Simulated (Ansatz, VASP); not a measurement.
GaSb in VASP and in Ansatz

INCAR

```
SYSTEM = GaSb
ALGO = Normal
EDIFF = 1E-6
ENCUT = 520
GGA = PE
ISIF = 2
ISMEAR = -1
LASPH = .True.
LCHARG = .True.
LELF = .True.
LREAL = .False.
LVHAR = .True.
LWAVE = .False.
NBANDS = 16
NELM = 100
PREC = Accurate
SIGMA = 0.02
```

File KPOINTS:

```
k-points
0
Gamma
  8 8 8
  0 0 0
```

File POSCAR:

```
GaSb
1.0
    0.0000000000      3.0658787979      3.1271963739
    3.0658787979      0.0000000000      3.1271963739
    3.0658787979      3.0658787979      0.0000000000
Ga Sb
1 1
Direct
    0.0000000000      0.0000000000      0.0000000000
    0.2500000000      0.2500000000      0.2500000000
```

Input for Ansatz:

```yaml
crystal:
  lattice:
    - [0.0, 3.0658787979, 3.1271963739]
    - [3.0658787979, 0.0, 3.1271963739]
    - [3.0658787979, 3.0658787979, 0.0]
  atoms:
    - { symbol: Ga, position: [0.0, 0.0, 0.0] }
    - { symbol: Sb, position: [0.25, 0.25, 0.25] }
kpoints:
  mp_grid: { grid: [8, 8, 8] }
  band_path:
    path:
      - [0.0, 0.0, 0.0]
      - [-0.5, -0.5, 0.0]
      - [-0.375, -0.375, 0.25]
      - [-0.375, 0.0, 0.375]
      - [0.0, 0.0, 0.5]
      - [-0.5, -0.25, 0.25]
      - [-0.008952, -0.008952, 0.0]
    npoints: 1
hamiltonian:
  xc: pbe
scf:
  occupations: { method: fermi_dirac, width: 0.02 }
  n_extra_bands: 4
output:
  forces: true
  stress: true
  eigenvalues: true
  write_density: true
  write_potential: true
  elf: true
  volumetric_format: npy
```

Change from the starting cell: uniaxial_z strain +2.0%.

Alike in both runs: task single point; functional PBE; k mesh 8 × 8 × 8; occupations fermi-dirac, width 0.02 eV; no spin polarisation.

|  | VASP | Ansatz |
| --- | --- | --- |
| version | VASP 6.6.1 | Ansatz 0.2.0 |
| potentials or method | VASP PAW PBE potentials, release 64 (Ga_d, Sb) | plane waves, PAW |
| plane-wave cutoff (eV) | 520 | 420 |
| valence electrons in the cell | 18 | 28 |

VASP gave:

```
pressure (GPa)                                                : 1.0
traceless stress, the component that is largest in VASP (GPa) : -0.56
```

**Question.** Which values does Ansatz return?

**Answer.** Pressure (GPa): 1.0; traceless stress, the component that is largest in VASP (GPa): -0.57.

VASP's potentials hold 18 valence electrons a cell and Ansatz's 28, so a difference there can come from the potentials and not from the codes.

Neither program's run includes spin-orbit coupling.
